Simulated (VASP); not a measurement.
A run of VASP 6.6.1 is set up as follows.

Contents of INCAR:

```
SYSTEM = TiB2
PREC = Accurate
ENCUT = 500
EDIFF = 1E-6
ISMEAR = 0
SIGMA = 0.1
LREAL = .False.
LASPH = .True.
NELM = 120
ALGO = Normal
ISIF = 2
LWAVE = .False.
LCHARG = .False.
GGA = PE
NBANDS = 16
GGA_COMPAT = .False.
```

Contents of KPOINTS:

```
regular mesh
0
Gamma
  10 10 9
  0 0 0
```

File POSCAR:

```
TiB2
1.0
    3.0292000000      0.0000000000      0.0000000000
   -1.5146000000      2.6233640000      0.0000000000
    0.0000000000      0.0000000000      3.2284000000
Ti B
1 2
Direct
    0.0066024033      0.0000000000      0.0000000000
    0.3333333333      0.6666666667      0.5000000000
    0.6666666667      0.3333333333      0.5000000000
```

Potentials or basis: VASP PAW PBE potentials, release 64 (Ti_sv, B).

Command:

```sh
$ cat potpaw_PBE.64/Ti_sv/POTCAR potpaw_PBE.64/B/POTCAR > POTCAR
$ mpirun -np 1 vasp_std > vasp.out
```

(1) Estimate the band gap on the k mesh.

(2) Estimate the largest force.

Results:

(1) zero (band 9 reaches 10.19 eV, above the bottom of band 10 at 9.83 eV).

(2) 0.285 eV/Å.
